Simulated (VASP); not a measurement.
Here is a VASP 6.6.1 calculation.

Contents of INCAR:

```
SYSTEM = Al2Cu
PREC = Accurate ; ENCUT = 520
EDIFF = 1E-6 ; ISMEAR = 0
SIGMA = 0.15 ; LREAL = .False.
LASPH = .True. ; NELM = 100
ALGO = Fast ; ISIF = 2
LWAVE = .False. ; LCHARG = .False.
GGA = PS ; NBANDS = 26
```

File KPOINTS:

```
regular mesh
0
Gamma
  12 10 10
  0 0 0
```

POSCAR

```
Al2Cu
1.0
    4.0841721965      0.0000000000      0.0000000000
    0.0000000000      4.0841721965      2.8463947513
    0.0000000000     -4.0841721965      2.8463947513
Al Cu
4 2
Direct
    0.5000000000      0.7463805703      0.7536194297
    0.5000000000      0.2463805703      0.2536194297
    0.0000000000      0.5153029787     -0.0153029787
    0.0000000000      0.0153029787      0.4846970213
    0.0000000000     -0.0049608178      1.0049608178
    0.0000000000      0.4950391822      0.5049608178
```

Potentials or basis: VASP PAW PBE potentials, release 64 (Al, Cu).

The run is started by

```sh
$ cat potpaw_PBE.64/Al/POTCAR potpaw_PBE.64/Cu/POTCAR > POTCAR
$ mpirun -np 1 vasp_std > vasp.out
```

(1) What does it give for the pressure?

(2) What does it give for the band gap on the k mesh?

(3) Predict the largest force.

Answers

(1) 1.9 GPa.

(2) zero (bands 17 and 18 overlap by 3.31 eV).

(3) 1.609 eV/Å.

Caveat: the cell differs from its parent crystal (atoms displaced along a vibrational mode); the PAW data sets were made with another functional, which shifts forces and pressure a little.
